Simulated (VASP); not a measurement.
# Cl (P6/mmm) in VASP: relaxation of shape and atoms at fixed volume with PBE

Aim: the relaxation of shape and atoms at fixed volume of Cl with PBE.

All numbers are computed with VASP 6.6.1; they aren't measurements. Logs are shortened: lines on timing, memory, paths and dates and some standing lists are left out, and cuts for length are marked.

### Step 1. The cell of the first run

It takes space group P6/mmm (No. 191, hexagonal). The conventional cell has a = 3.562 Å, b = 3.562 Å, c = 2.099 Å, α = 90.00°, β = 90.00°, γ = 120.00°. Within 2.8 Å of Cl (site symmetry 6/mmm) lie 2 Cl at 2.10 Å.

### Step 2. Relaxation of shape and atoms at fixed volume, PBE

INCAR

```
PREC = Accurate
ENCUT = 600
EDIFF = 1E-6
ISMEAR = -1
SIGMA = 0.1
LREAL = F
LASPH = T
NELM = 100
ALGO = Normal
ISIF = 4
LWAVE = F
LCHARG = F
GGA = PE
IBRION = 2
NSW = 50
EDIFFG = -0.005
```

KPOINTS

```
regular mesh
0
Gamma
  14 14 13
```

POSCAR

```
Cl
1.0
    3.5615818164      0.0000000000      0.0000000000
   -1.7807909082      3.0844203307      0.0000000000
    0.0000000000      0.0000000000      2.0988885674
Cl
1
Direct
    0.0000000000      0.0000000000      0.0000000000
```

Potentials or basis: VASP PAW PBE potentials, release 64 (Cl).

On the command line:

```sh
$ cat potpaw_PBE.64/Cl/POTCAR > POTCAR
$ mpirun -np 1 vasp_std > vasp.out
```

OUTCAR:

```text
PREC = Accurate
   ENCUT = 600
   EDIFF = 1E-6
   ISMEAR = -1
   LREAL = F
   LASPH = T
   NELM = 100
   ISIF = 4
   GGA = PE
   IBRION = 2
   NSW = 50
   EDIFFG = -0.005

 ion  position               nearest neighbor table
   1  0.000  0.000  0.000-

  LATTYP: Found a hexagonal cell.
 ALAT       =     3.5615818164
 C/A-ratio  =     0.5893135903

  Lattice vectors:

 A1 = (   3.5615818164,   0.0000000000,   0.0000000000)
 A2 = (  -1.7807909082,   3.0844203307,   0.0000000000)
 A3 = (   0.0000000000,   0.0000000000,   2.0988885674)

Analysis of symmetry for initial positions (statically):
=====================================================================
 Subroutine PRICEL returns:
 Original cell was already a primitive cell.

 Routine SETGRP: Setting up the symmetry group for a
 hexagonal supercell.

 Subroutine GETGRP returns: Found 24 space group operations
 (whereof 24 operations were pure point group operations)
 out of a pool of 24 trial point group operations.

The static configuration has the point symmetry D_6h.

Analysis of symmetry for dynamics (positions and initial velocities):
=====================================================================
 Subroutine PRICEL returns:
 Original cell was already a primitive cell.

 Routine SETGRP: Setting up the symmetry group for a
 hexagonal supercell.

 Subroutine GETGRP returns: Found 24 space group operations
 (whereof 24 operations were pure point group operations)
 out of a pool of 24 trial point group operations.

The dynamic configuration has the point symmetry D_6h.

 Subroutine INISYM returns: Found 24 space group operations
 (whereof 24 operations are pure point group operations),
 and found     1 'primitive' translations

----------------------------------------------------------------------------------------

                                     Primitive cell

  volume of cell :      23.0572

  direct lattice vectors                    reciprocal lattice vectors
     3.561581816  0.000000000  0.000000000     0.280774120  0.162105014  0.000000000
    -1.780790908  3.084420331  0.000000000     0.000000000  0.324210027  0.000000000
     0.000000000  0.000000000  2.098888567     0.000000000  0.000000000  0.476442635

  length of vectors
     3.561581816  3.561581816  2.098888567     0.324210027  0.324210027  0.476442635

  position of ions in fractional coordinates (direct lattice)
     0.000000000  0.000000000  0.000000000

  ion indices of the primitive-cell ions
   primitive index   ion index
                 1           1

----------------------------------------------------------------------------------------

 KPOINTS: regular mesh

Automatic generation of k-mesh.
 Grid dimensions read from file:
 generate k-points for:   14   14   13

 Generating k-lattice:

  Cartesian coordinates                     Fractional coordinates (reciprocal lattice)
     0.020055294  0.011578930  0.000000000     0.071428571  0.000000000  0.000000000
     0.000000000  0.023157859  0.000000000     0.000000000  0.071428571  0.000000000
     0.000000000  0.000000000  0.036649433     0.000000000  0.000000000  0.076923077

  Length of vectors
     0.023157859  0.023157859  0.036649433

  Shift w.r.t. Gamma in fractional coordinates (k-lattice)
     0.000000000  0.000000000  0.000000000

 Subroutine IBZKPT returns following result:
 ===========================================

 Found    168 irreducible k-points:

 Following reciprocal coordinates:
            Coordinates               Weight
  0.000000  0.000000  0.000000      1.000000
  0.071429  0.000000  0.000000      6.000000
  0.142857 -0.000000  0.000000      6.000000
  0.214286  0.000000  0.000000      6.000000
  0.285714 -0.000000  0.000000      6.000000
  0.357143  0.000000  0.000000      6.000000
[... 16 lines left out ...]
  0.285714  0.285714  0.000000      6.000000
  0.357143  0.285714  0.000000      6.000000
 [... further k-points ...]
   k-points           NKPTS =    168   k-points in BZ     NKDIM =    168   number of bands    NBANDS=      7
   number of dos      NEDOS =    301   number of ions     NIONS =      1
   total plane-waves  NPLWV =  14112
   dimension x,y,z NGX =    28 NGY =   28 NGZ =   18
   dimension x,y,z NGXF=    56 NGYF=   56 NGZF=   36
   ions per type =               1
   NGX,Y,Z   is equivalent  to a cutoff of  13.07, 13.07, 14.26 a.u.
   NGXF,Y,Z  is equivalent  to a cutoff of  26.14, 26.14, 28.51 a.u.
 SYSTEM =  unknown system
   PREC   = accura    normal or accurate (medium, high low for compatibility)
   ISTART =      0    job   : 0-new  1-cont  2-samecut
   ICHARG =      2    charge: 1-file 2-atom 10-const
   ISPIN  =      1    spin polarized calculation?
   LNONCOLLINEAR =      F non collinear calculations
   LSORBIT =      F    spin-orbit coupling
   LASPH  =      T    aspherical Exc in radial PAW
   ENCUT  =  600.0 eV  44.10 Ry    6.64 a.u.   7.11  7.11  4.19*2*pi/ulx,y,z
   NELM   =    100;   NELMIN=  2; NELMDL= -5     # of ELM steps
   EDIFF  = 0.1E-05   stopping-criterion for ELM
   LREAL  =      F    real-space projection
   EDIFFG = -.5E-02   stopping-criterion for IOM
   NSW    =     50    number of steps for IOM
   IBRION =      2    ionic relax: 0-MD 1-quasi-New 2-CG
   NFREE  =      1    steps in history (QN), initial steepest desc. (CG)
   ISIF   =      4    stress and relaxation
   ISYM   =      2    0-nonsym 1-usesym 2-fastsym
   POTIM  = 0.5000    time-step for ionic-motion
   TEBEG  =    0.0;   TEEND  =   0.0 temperature during run
   PSTRESS=    0.0 pullay stress
   NELECT =       7.0000    total number of electrons
   NUPDOWN=      -1.0000    fix difference up-down
   EMIN   =  10.00;   EMAX   =-10.00  energy-range for DOS
   EFERMI =   0.00;   METHOD = LEGACY
   ISMEAR =    -1;   SIGMA  =   0.10  broadening in eV -4-tet -1-fermi 0-gaus
   EFERMI_NEDOS =   21; number of points for ismear=-14 and -15
   IALGO  =     38    algorithm
   IMIX   =      4    mixing-type and parameters
     AMIX     =   0.40;   BMIX     =  1.00
     AMIX_MAG =   1.60;   BMIX_MAG =  1.00
  volume/ion in A,a.u.               =      23.06       155.60
  Fermi-wavevector in a.u.,A,eV,Ry     =   1.100286  2.079239 16.471609  1.210629
  Thomas-Fermi vector in A             =   2.236695
   LORBIT       =      0    0 simple, 1 ext, 2 COOP (PROOUT), +10 PAW based schemes
   GGA     = PE    functional components
   LHFCALC =     F    Hartree Fock is set to
   AEXX    =    0.0000 exact exchange contribution
   IVDW    =     0    specifies the selected vdW correction
   LEPSILON=     F    determine dielectric tensor
   LRPA    =     F    only Hartree local field effects (RPA)
 conjugate gradient relaxation of ions
 non-spin polarized calculation
  energy-cutoff  :      600.00
  volume of cell :       23.06
 maximum number of plane-waves:       788
   NGX = 15   NGY = 15   NGZ =  9

--------------------------------------- Ionic step        1  -------------------------------------------

 number of electron       6.9999999 magnetization

 Free energy of the ion-electron system (eV)
  ---------------------------------------------------
  ext. energy  EPLUGINS =         0.00000000
  ---------------------------------------------------
  free energy    TOTEN  =        -1.41601937 eV

  energy without entropy =       -1.39684657  energy(sigma->0) =       -1.40643297

------------------------ aborting loop because EDIFF is reached ----------------------------------------

  FORCE on cell =-STRESS in cart. coord.  units (eV):
  Direction    XX          YY          ZZ          XY          YZ          ZX
  --------------------------------------------------------------------------------------
  -------------------------------------------------------------------------------------
  Total        0.2291961      0.2291961      5.7252068     -0.0000000      0.0000000      0.0000000
  in kB       15.9261942     15.9261942    397.8285064     -0.0000000      0.0000000      0.0000000
  external PRESSURE =     143.2269649 kB  Pullay stress =       0.0000000 kB
[... 86 lines left out ...]
  FREE ENERGIE OF THE ION-ELECTRON SYSTEM (eV)
  ---------------------------------------------------
  free  energy   TOTEN  =        -1.6287582910 eV

  energy  without entropy=       -1.6076976064  energy(sigma->0) =       -1.61822795

[... ionic steps 4 to 15 ...]

--------------------------------------- Ionic step       16  -------------------------------------------

 number of electron       7.0000002 magnetization

------------------------ aborting loop because EDIFF is reached ----------------------------------------

  FORCE on cell =-STRESS in cart. coord.  units (eV):
  Direction    XX          YY          ZZ          XY          YZ          ZX
  --------------------------------------------------------------------------------------
  -------------------------------------------------------------------------------------
  Total        0.4816778      0.4816778      0.5077477      0.0000000     -0.0000000      0.0000000
  in kB       33.4704313     33.4704313     35.2819609      0.0000000     -0.0000000      0.0000000
  external PRESSURE =      34.0742745 kB  Pullay stress =       0.0000000 kB
[... 55 lines left out ...]
  energy  without entropy=       -1.6077014827  energy(sigma->0) =       -1.61823080

--------------------------------------- Ionic step       18  -------------------------------------------

 number of electron       7.0000002 magnetization

 Free energy of the ion-electron system (eV)
  ---------------------------------------------------
  ext. energy  EPLUGINS =         0.00000000
  ---------------------------------------------------
  free energy    TOTEN  =        -1.62876159 eV

  energy without entropy =       -1.60770661  energy(sigma->0) =       -1.61823410

 E-fermi :   1.4098     XC(G=0):  -8.8444

 val. band max:        1.3965152319   @ k =   0.0714   0.0000   0.3846
 cond. band min:       1.4280014866   @ k =   0.1429  -0.0000   0.3846
 fundamental gap:      0.0314862547
 Fermi energy:         1.4097966052

 k-point     1 :       0.0000    0.0000    0.0000
  band No.  band energies     occupation
      1     -15.2620      2.00000
      2      -0.5546      2.00000
      3      -0.5546      2.00000
      4       5.9477      0.00000
      5       7.7130      0.00000
      6      13.0302      0.00000
      7      13.0302      0.00000
[... 221 lines left out ...]
 k-point    24 :       0.3571    0.2857    0.0000
  band No.  band energies     occupation
      1     -14.6834      2.00000
      2      -2.7501      2.00000
      3      -2.3530      2.00000
      4       6.1290      0.00000
      5      11.8216      0.00000
      6      12.8317      0.00000
      7      15.1255      0.00000

 [... further k-points ...]
[... 5 lines left out ...]
  --------------------------------------------------------------------------------------
  -------------------------------------------------------------------------------------
  Total        0.4861007      0.4861007      0.4804302      0.0000000     -0.0000000      0.0000000
  in kB       33.7777669     33.7777669     33.3837395      0.0000000     -0.0000000      0.0000000
  external PRESSURE =      33.6464244 kB  Pullay stress =       0.0000000 kB
[... 16 lines left out ...]
  FREE ENERGIE OF THE ION-ELECTRON SYSTEM (eV)
  ---------------------------------------------------
  free  energy   TOTEN  =        -1.6287615926 eV

  energy  without entropy=       -1.6077066058  energy(sigma->0) =       -1.61823410

 reached required accuracy - stopping structural energy minimisation
```

Wall time 2.2 min (1 thread of Intel Xeon 6975P-C (Granite Rapids), shared host); peak memory 0.15 GiB.

Results:

```
Free energy               : -1.6288 eV
Energy gained by relaxing : 212.7 meV/atom
Ionic steps               : 18
Pressure after relaxing   : 3.4 GPa
Band gap on the k mesh    : zero (an odd number of electrons rules out a gap without spin polarisation)
```

Step by step:
| step | energy change (eV) | largest force (eV/Å) | pressure (GPa) | volume (Å³) |
| --- | --- | --- | --- | --- |
| 1 | 0.0000 | 0.0000 | 14.32 | 23.06 |
| 2 | -0.0591 | 0.0000 | -1.29 | 23.06 |
| 3 | -0.2127 | 0.0000 | 3.34 | 23.06 |
| 4 | -0.2127 | 0.0000 | 3.48 | 23.06 |
| 5 | -0.2127 | 0.0000 | 3.47 | 23.06 |
| 6 | -0.2127 | 0.0000 | 3.46 | 23.06 |
| 7 | -0.2127 | 0.0000 | 3.47 | 23.06 |
| 8 | -0.2127 | 0.0000 | 3.47 | 23.06 |
| 9 | -0.2127 | 0.0000 | 3.47 | 23.06 |
| 10 | -0.2127 | 0.0000 | 3.47 | 23.06 |
| 11 | -0.2127 | 0.0000 | 3.47 | 23.06 |
| 12 | -0.2127 | 0.0000 | 3.46 | 23.06 |
| 13 | -0.2127 | 0.0000 | 3.46 | 23.06 |
| 14 | -0.2127 | 0.0000 | 3.44 | 23.06 |
| 15 | -0.2127 | 0.0000 | 3.43 | 23.06 |
| 16 | -0.2127 | 0.0000 | 3.41 | 23.06 |
| 17 | -0.2127 | 0.0000 | 3.35 | 23.06 |
| 18 | -0.2127 | 0.0000 | 3.36 | 23.06 |

Final structure:
```
Cl
1.0
     3.41487    0.00000    0.00000
    -1.70744    2.95737    0.00000
     0.00000    0.00000    2.28310
Cl
1
Direct
  0.00000 0.00000 0.00000
```

Caveat: an odd number of electrons without spin polarisation forces a metal; a magnetic or distorted state may lie lower.

The gap in the log of VASP goes by the Fermi energy; the results here count the filled bands.